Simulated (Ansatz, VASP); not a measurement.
# One calculation of C, two programs

INCAR

```
PREC     = Accurate       # precision mode
ENCUT    = 520            # plane-wave cutoff, eV
EDIFF    = 1E-6           # SCF threshold, eV
ISMEAR   = 0              # smearing method
SIGMA    = 0.15           # smearing width, eV
LREAL    = F              # projectors in reciprocal space
LASPH    = T              # aspherical terms in the spheres
NELM     = 60             # most SCF steps
ALGO     = Normal         # electronic algorithm
ISIF     = 2              # what is computed and relaxed
LWAVE    = F              # write WAVECAR
LCHARG   = T              # write CHGCAR
GGA      = PE             # functional
IVDW     = 12             # dispersion correction
LELF     = T              # ELF
LVHAR    = T            
NBANDS   = 16             # bands
```

Contents of KPOINTS:

```
Automatic mesh
0
Gamma
  22 22 8
```

Contents of POSCAR:

```
C
1.0
    1.2327689981     -2.1341461166     -0.0320121917
    1.2327689981      2.1341461166      0.0320121917
    0.0000000000      0.1019847553      6.7989836842
C
4
Direct
    0.0833101797      0.9166898203      0.7500000000
    0.5833101797      0.4166898203      0.2500000000
    0.9166898203      0.0833101797      0.2500000000
    0.4166898203      0.5833101797      0.7500000000
```

Input for Ansatz:

```yaml
crystal:
  lattice:
    - [1.2327689981, -2.1341461166, -0.0320121917]
    - [1.2327689981, 2.1341461166, 0.0320121917]
    - [0.0, 0.1019847553, 6.7989836842]
  atoms:
    - { symbol: C, position: [0.0833101797, 0.9166898203, 0.75] }
    - { symbol: C, position: [0.5833101797, 0.4166898203, 0.25] }
    - { symbol: C, position: [0.9166898203, 0.0833101797, 0.25] }
    - { symbol: C, position: [0.4166898203, 0.5833101797, 0.75] }
basis:
  ecutwfc: 420
kpoints:
  mp_grid: { grid: [22, 22, 8] }
hamiltonian:
  xc: pbe
  dispersion: d3bj
scf:
  occupations: { method: gaussian, width: 0.15 }
output:
  forces: true
  stress: true
  eigenvalues: true
```

Change from the starting cell: strain +0.0300 x Voigt [0, 0, 0, 1, 0, 0], atoms carried along.

Alike in both runs: task single point; functional PBE; dispersion D3(BJ); k mesh 22 × 22 × 8; occupations gaussian, width 0.15 eV; no spin polarisation.

|  | VASP | Ansatz |
| --- | --- | --- |
| version | VASP 6.6.1 | Ansatz 0.2.0 |
| potentials or method | VASP PAW PBE potentials, release 64 (C), cutoff 520 eV | scalar-relativistic, plane waves, PAW |
| valence electrons in the cell | 16 | 16 |

|  | VASP | Ansatz | Ansatz less VASP |
| --- | --- | --- | --- |
| gap on the k mesh at the Fermi level (eV) | none | none | - |
| pressure (GPa) | 0.4 | -0.1 | -0.44 |
| traceless stress, the component that is largest in VASP (GPa) | -0.46 | 0.06 | +0.525 |
| rms of the force components (eV/Å) | 0.004 | 0.004 | 0.0000 |

Atom by atom the forces differ by 0.000 eV/Å (rms over components). A gap of «none» marks a metal or a gap that the smearing closes.
